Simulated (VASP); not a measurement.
# ScTe2 (Fm-3m) in VASP: notebook

The runs below take ScTe2 through single point, with PBE.

Everything below comes from runs of VASP 6.6.1. Logs are shortened: lines on timing, memory, paths and dates and some standing lists are left out, and cuts for length are marked.

## Step 1: The cell of the first run

It takes space group Fm-3m (No. 225, cubic). Conventional cell: a = 6.992 Å, b = 6.992 Å, c = 6.992 Å, α = 90.00°, β = 90.00°, γ = 90.00°. Sc (site symmetry m-3m) has 8 Te at 3.03 Å within 4.0 Å. Te (site symmetry -43m) has 4 Sc at 3.03 Å and 6 Te at 3.50 Å within 4.0 Å.

## Step 2: Single point, PBE (28.49 Å³/atom)

INCAR reads:

```
SYSTEM = ScTe2
  PREC = Accurate
  ENCUT = 520
  EDIFF = 1E-7
  ISMEAR = 0
  SIGMA = 0.05
  LREAL = .FALSE.
  LASPH = .TRUE.
  NELM = 80
  ALGO = Normal
  ISIF = 2
  LWAVE = .FALSE.
  LCHARG = .FALSE.
  GGA = PE
  NBANDS = 18
```

KPOINTS reads:

```
regular mesh
0
G
  8 8 8
  0 0 0
```

POSCAR reads:

```
ScTe2
1.0
    0.0000000000      3.4962190199      3.4962190199
    3.4962190199      0.0000000000      3.4962190199
    3.4962190199      3.4962190199      0.0000000000
Sc Te
1 2
Direct
    0.0000000000      0.0000000000      0.0000000000
    0.2500000000      0.2500000000      0.2500000000
    0.7500000000      0.7500000000      0.7500000000
```

Potentials or basis: VASP PAW PBE potentials, release 64 (Sc_sv, Te).

Started as:

```sh
cat potpaw_PBE.64/Sc_sv/POTCAR potpaw_PBE.64/Te/POTCAR > POTCAR
mpirun -np 1 vasp_std > vasp.out
```

OUTCAR:

```text
SYSTEM = ScTe2
   PREC = Accurate
   ENCUT = 520
   EDIFF = 1E-7
   ISMEAR = 0
   LREAL = .FALSE.
   LASPH = .TRUE.
   NELM = 80
   ISIF = 2
   GGA = PE

 ion  position               nearest neighbor table
   1  0.000  0.000  0.000-   3 3.03   3 3.03   3 3.03   2 3.03   3 3.03   2 3.03   2 3.03   2 3.03

   2  0.250  0.250  0.250-   1 3.03   1 3.03   1 3.03   1 3.03   3 3.50   3 3.50   3 3.50   3 3.50
                             3 3.50   3 3.50
   3  0.750  0.750  0.750-   1 3.03   1 3.03   1 3.03   1 3.03   2 3.50   2 3.50   2 3.50   2 3.50
                             2 3.50   2 3.50

  LATTYP: Found a face centered cubic cell.
 ALAT       =     6.9924380398

  Lattice vectors:

 A1 = (   0.0000000000,   3.4962190199,   3.4962190199)
 A2 = (   3.4962190199,   0.0000000000,   3.4962190199)
 A3 = (   3.4962190199,   3.4962190199,   0.0000000000)

Analysis of symmetry for initial positions (statically):
=====================================================================
 Subroutine PRICEL returns:
 Original cell was already a primitive cell.

 Routine SETGRP: Setting up the symmetry group for a
 face centered cubic supercell.

 Subroutine GETGRP returns: Found 48 space group operations
 (whereof 48 operations were pure point group operations)
 out of a pool of 48 trial point group operations.

The static configuration has the point symmetry O_h .

Analysis of symmetry for dynamics (positions and initial velocities):
=====================================================================
 Subroutine PRICEL returns:
 Original cell was already a primitive cell.

 Routine SETGRP: Setting up the symmetry group for a
 face centered cubic supercell.

 Subroutine GETGRP returns: Found 48 space group operations
 (whereof 48 operations were pure point group operations)
 out of a pool of 48 trial point group operations.

The dynamic configuration has the point symmetry O_h .

 Subroutine INISYM returns: Found 48 space group operations
 (whereof 48 operations are pure point group operations),
 and found     1 'primitive' translations

----------------------------------------------------------------------------------------

                                     Primitive cell

  volume of cell :      85.4724

  direct lattice vectors                    reciprocal lattice vectors
     0.000000000  3.496219020  3.496219020    -0.143011635  0.143011635  0.143011635
     3.496219020  0.000000000  3.496219020     0.143011635 -0.143011635  0.143011635
     3.496219020  3.496219020  0.000000000     0.143011635  0.143011635 -0.143011635

  length of vectors
     4.944400355  4.944400355  4.944400355     0.247703419  0.247703419  0.247703419

  position of ions in fractional coordinates (direct lattice)
     0.000000000  0.000000000  0.000000000
     0.250000000  0.250000000  0.250000000
     0.750000000  0.750000000  0.750000000

  ion indices of the primitive-cell ions
   primitive index   ion index
                 1           1
                 2           2
                 3           3

----------------------------------------------------------------------------------------

 KPOINTS: regular mesh

Automatic generation of k-mesh.
 Grid dimensions read from file:
 generate k-points for:    8    8    8

 Generating k-lattice:

  Cartesian coordinates                     Fractional coordinates (reciprocal lattice)
    -0.017876454  0.017876454  0.017876454     0.125000000  0.000000000  0.000000000
     0.017876454 -0.017876454  0.017876454     0.000000000  0.125000000  0.000000000
     0.017876454  0.017876454 -0.017876454     0.000000000  0.000000000  0.125000000

  Length of vectors
     0.030962927  0.030962927  0.030962927

  Shift w.r.t. Gamma in fractional coordinates (k-lattice)
     0.000000000  0.000000000  0.000000000

 Subroutine IBZKPT returns following result:
 ===========================================

 Found     29 irreducible k-points:

 Following reciprocal coordinates:
            Coordinates               Weight
  0.000000  0.000000  0.000000      1.000000
  0.125000  0.000000  0.000000      8.000000
  0.250000  0.000000  0.000000      8.000000
  0.375000  0.000000  0.000000      8.000000
  0.500000  0.000000  0.000000      4.000000
  0.125000  0.125000  0.000000      6.000000
[... 16 lines left out ...]
  0.500000  0.250000  0.125000     48.000000
 -0.375000  0.250000  0.125000     24.000000
 [... further k-points ...]
   k-points           NKPTS =     29   k-points in BZ     NKDIM =     29   number of bands    NBANDS=     18
   number of dos      NEDOS =    301   number of ions     NIONS =      3
   total plane-waves  NPLWV =  64000
   dimension x,y,z NGX =    40 NGY =   40 NGZ =   40
   dimension x,y,z NGXF=    80 NGYF=   80 NGZF=   80
   ions per type =               1   2
   NGX,Y,Z   is equivalent  to a cutoff of  13.45, 13.45, 13.45 a.u.
   NGXF,Y,Z  is equivalent  to a cutoff of  26.90, 26.90, 26.90 a.u.
 SYSTEM =  ScTe2
   PREC   = accura    normal or accurate (medium, high low for compatibility)
   ISTART =      0    job   : 0-new  1-cont  2-samecut
   ICHARG =      2    charge: 1-file 2-atom 10-const
   ISPIN  =      1    spin polarized calculation?
   LNONCOLLINEAR =      F non collinear calculations
   LSORBIT =      F    spin-orbit coupling
   LASPH  =      T    aspherical Exc in radial PAW
   ENCUT  =  520.0 eV  38.22 Ry    6.18 a.u.   9.19  9.19  9.19*2*pi/ulx,y,z
   NELM   =     80;   NELMIN=  2; NELMDL= -5     # of ELM steps
   EDIFF  = 0.1E-06   stopping-criterion for ELM
   LREAL  =      F    real-space projection
   EDIFFG = 0.1E-05   stopping-criterion for IOM
   NSW    =      0    number of steps for IOM
   IBRION =     -1    ionic relax: 0-MD 1-quasi-New 2-CG
   NFREE  =      0    steps in history (QN), initial steepest desc. (CG)
   ISIF   =      2    stress and relaxation
   ISYM   =      2    0-nonsym 1-usesym 2-fastsym
   POTIM  = 0.5000    time-step for ionic-motion
   TEBEG  =    0.0;   TEEND  =   0.0 temperature during run
   PSTRESS=    0.0 pullay stress
   NELECT =      23.0000    total number of electrons
   NUPDOWN=      -1.0000    fix difference up-down
   EMIN   =  10.00;   EMAX   =-10.00  energy-range for DOS
   EFERMI =   0.00;   METHOD = LEGACY
   ISMEAR =     0;   SIGMA  =   0.05  broadening in eV -4-tet -1-fermi 0-gaus
   EFERMI_NEDOS =   21; number of points for ismear=-14 and -15
   IALGO  =     38    algorithm
   IMIX   =      4    mixing-type and parameters
     AMIX     =   0.40;   BMIX     =  1.00
     AMIX_MAG =   1.60;   BMIX_MAG =  1.00
  volume/ion in A,a.u.               =      28.49       192.27
  Fermi-wavevector in a.u.,A,eV,Ry     =   1.056920  1.997289 15.198797  1.117080
  Thomas-Fermi vector in A             =   2.192174
   LORBIT       =      0    0 simple, 1 ext, 2 COOP (PROOUT), +10 PAW based schemes
   GGA     = PE    functional components
   LHFCALC =     F    Hartree Fock is set to
   AEXX    =    0.0000 exact exchange contribution
   IVDW    =     0    specifies the selected vdW correction
   LEPSILON=     F    determine dielectric tensor
   LRPA    =     F    only Hartree local field effects (RPA)
 non-spin polarized calculation
 Gauss-broadening in eV      SIGMA  =   0.05
  energy-cutoff  :      520.00
  volume of cell :       85.47
 maximum number of plane-waves:      2332
 NGX is ok and might be reduce to    40
   NGX = 19   NGY = 19   NGZ = 19

 number of electron      23.0000000 magnetization

 Free energy of the ion-electron system (eV)
  ---------------------------------------------------
  ext. energy  EPLUGINS =         0.00000000
  ---------------------------------------------------
  free energy    TOTEN  =       -14.81089936 eV

  energy without entropy =      -14.80895270  energy(sigma->0) =      -14.80992603

 E-fermi :   5.9637     XC(G=0):  -9.5069

 val. band max:        5.9569978437   @ k =   0.3750   0.2500   0.1250
 cond. band min:       6.0210364860   @ k =   0.5000   0.2500   0.0000
 fundamental gap:      0.0640386423
 Fermi energy:         5.9636520646

 k-point     1 :       0.0000    0.0000    0.0000
  band No.  band energies     occupation
      1     -43.8454      2.00000
      2     -22.4786      2.00000
      3     -22.4786      2.00000
      4     -22.4786      2.00000
      5      -6.5239      2.00000
      6      -3.0920      2.00000
[... 10 lines left out ...]
     17       9.5586      0.00000
     18       9.5711      0.00000

 k-point     2 :       0.1250    0.0000    0.0000
  band No.  band energies     occupation
      1     -43.8453      2.00000
      2     -22.4800      2.00000
      3     -22.4788      2.00000
      4     -22.4788      2.00000
      5      -6.4160      2.00000
      6      -3.2931      2.00000
[... 10 lines left out ...]
     17       9.2258      0.00000
     18      10.1946      0.00000

 k-point     3 :       0.2500    0.0000    0.0000
  band No.  band energies     occupation
      1     -43.8452      2.00000
      2     -22.4832      2.00000
      3     -22.4793      2.00000
      4     -22.4793      2.00000
      5      -6.1057      2.00000
      6      -3.7869      2.00000
[... 10 lines left out ...]
     17       9.2758      0.00000
     18      10.9831      0.00000

 k-point     4 :       0.3750    0.0000    0.0000
  band No.  band energies     occupation
      1     -43.8451      2.00000
      2     -22.4865      2.00000
      3     -22.4798      2.00000
      4     -22.4798      2.00000
      5      -5.6322      2.00000
      6      -4.4004      2.00000
[... 10 lines left out ...]
     17       9.4605      0.00000
     18      11.4473      0.00000

 k-point     5 :       0.5000    0.0000    0.0000
  band No.  band energies     occupation
      1     -43.8451      2.00000
      2     -22.4878      2.00000
      3     -22.4800      2.00000
      4     -22.4800      2.00000
      5      -5.1264      2.00000
      6      -4.9544      2.00000
[... 10 lines left out ...]
     17       9.5352      0.00000
     18      12.0756      0.00000

 k-point     6 :       0.1250    0.1250    0.0000
  band No.  band energies     occupation
      1     -43.8453      2.00000
      2     -22.4801      2.00000
      3     -22.4791      2.00000
      4     -22.4791      2.00000
      5      -6.3814      2.00000
      6      -3.3414      2.00000
[... 10 lines left out ...]
     17       9.4206      0.00000
     18       9.5520      0.00000

 k-point     7 :       0.2500    0.1250    0.0000
  band No.  band energies     occupation
      1     -43.8452      2.00000
      2     -22.4825      2.00000
      3     -22.4796      2.00000
      4     -22.4795      2.00000
      5      -6.1431      2.00000
      6      -3.6943      2.00000
[... 10 lines left out ...]
     17       9.4355      0.00000
     18       9.9466      0.00000

 k-point     8 :       0.3750    0.1250    0.0000
  band No.  band energies     occupation
      1     -43.8451      2.00000
      2     -22.4855      2.00000
      3     -22.4802      2.00000
      4     -22.4801      2.00000
      5      -5.7342      2.00000
      6      -4.2180      2.00000
[... 10 lines left out ...]
     17       9.3927      0.00000
     18      10.5906      0.00000
[... 229 lines left out ...]
     17       9.3768      0.00000
     18      10.1901      0.00000

 k-point    20 :      -0.3750    0.3750    0.0000
  band No.  band energies     occupation
      1     -43.8450      2.00000
      2     -22.4864      2.00000
      3     -22.4837      2.00000
      4     -22.4811      2.00000
      5      -5.0409      2.00000
      6      -4.6969      2.00000
[... 10 lines left out ...]
     17       9.2801      0.00000
     18      10.4718      0.00000

 k-point    21 :       0.5000    0.5000    0.0000
  band No.  band energies     occupation
      1     -43.8450      2.00000
      2     -22.4883      2.00000
      3     -22.4817      2.00000
      4     -22.4817      2.00000
      5      -5.2610      2.00000
      6      -4.3417      2.00000
[... 10 lines left out ...]
     17       9.5313      0.00000
     18      10.1484      0.00000

 k-point    22 :       0.3750    0.2500    0.1250
  band No.  band energies     occupation
      1     -43.8451      2.00000
      2     -22.4843      2.00000
      3     -22.4809      2.00000
      4     -22.4798      2.00000
      5      -5.8621      2.00000
      6      -4.0195      2.00000
[... 10 lines left out ...]
     17       9.3898      0.00000
     18      10.2229      0.00000

 k-point    23 :       0.5000    0.2500    0.1250
  band No.  band energies     occupation
      1     -43.8450      2.00000
      2     -22.4859      2.00000
      3     -22.4820      2.00000
      4     -22.4803      2.00000
      5      -5.4450      2.00000
      6      -4.4595      2.00000
[... 10 lines left out ...]
     17       9.3562      0.00000
     18      10.6699      0.00000

 k-point    24 :      -0.3750    0.2500    0.1250
  band No.  band energies     occupation
      1     -43.8450      2.00000
      2     -22.4866      2.00000
      3     -22.4825      2.00000
      4     -22.4806      2.00000
      5      -4.9997      2.00000
      6      -4.9086      2.00000
[... 10 lines left out ...]
     17       9.3966      0.00000
     18      11.1925      0.00000

 [... further k-points ...]

------------------------ aborting loop because EDIFF is reached ----------------------------------------

  FORCE on cell =-STRESS in cart. coord.  units (eV):
  Direction    XX          YY          ZZ          XY          YZ          ZX
  --------------------------------------------------------------------------------------
  -------------------------------------------------------------------------------------
  Total        1.7953757      1.7953757      1.7953757      0.0000000     -0.0000000      0.0000000
  in kB       33.6542585     33.6542585     33.6542585      0.0000000     -0.0000000      0.0000000
  external PRESSURE =      33.6542585 kB  Pullay stress =       0.0000000 kB

 VOLUME and BASIS-vectors are now :
 -----------------------------------------------------------------------------
  energy-cutoff  :      520.00
  volume of cell :       85.47
      direct lattice vectors                 reciprocal lattice vectors
     0.000000000  3.496219020  3.496219020    -0.143011635  0.143011635  0.143011635
     3.496219020  0.000000000  3.496219020     0.143011635 -0.143011635  0.143011635
     3.496219020  3.496219020  0.000000000     0.143011635  0.143011635 -0.143011635

 POSITION                                       TOTAL-FORCE (eV/Angst)
 -----------------------------------------------------------------------------------
      0.00000      0.00000      0.00000        -0.000000     -0.000000     -0.000000
      1.74811      1.74811      1.74811        -0.000000     -0.000000     -0.000000
      5.24433      5.24433      5.24433         0.000000      0.000000      0.000000
 -----------------------------------------------------------------------------------
    total drift:                               -0.000000      0.000000      0.000000

  FREE ENERGIE OF THE ION-ELECTRON SYSTEM (eV)
  ---------------------------------------------------
  free  energy   TOTEN  =       -14.8108993649 eV

  energy  without entropy=      -14.8089527049  energy(sigma->0) =      -14.80992603
```

It took 2.4 min on 1 thread of Intel Xeon 8259CL, shared host; peak memory 0.25 GiB.

Results:

- Free energy: -14.8109 eV
- Pressure: 3.4 GPa
- Band gap on the k mesh: zero (an odd number of electrons rules out a gap without spin polarisation)

Caveat: the cell stands under pressure; spin-orbit coupling is left out, which moves the levels of the heavy elements.

[end of part 1 of 2]

The gap in the log of VASP goes by the Fermi energy; the results here count the filled bands.